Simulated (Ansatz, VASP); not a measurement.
**Two plane-wave programs on K**

```
K
1.0
    -2.64418    2.64418    2.61800
     2.64418   -2.64418    2.61800
     2.59182    2.59182   -2.61800
K
1
Direct
  0.00000 0.00000 0.00000
```

Change from the starting cell: strain -0.0200 x Voigt [0, 0, 0, 0, 0, 1], atoms carried along.

Alike in both runs: task single point; functional PBEsol; k mesh 14 × 14 × 14; occupations gaussian, width 0.15 eV; no spin polarisation.

```csv
,VASP,Ansatz
version,VASP 6.6.1,Ansatz 0.2.0
potentials or method,"VASP PAW PBE potentials, release 64 (K_sv), cutoff 520 eV","scalar-relativistic, plane waves, PAW"
valence electrons in the cell,9,9
```

```tsv
	VASP	Ansatz	Ansatz less VASP
gap on the k mesh at the Fermi level (eV)	none	none	-
pressure (GPa)	0.0	0.0	+0.01
traceless stress, the component that is largest in VASP (GPa)	0.06	0.06	0.000
```

VASP's potentials were made for PBE, not for PBEsol. A gap of «none» marks a metal or a gap that the smearing closes. With one functional, cell and mesh, what is left measures potentials, basis and numerics.
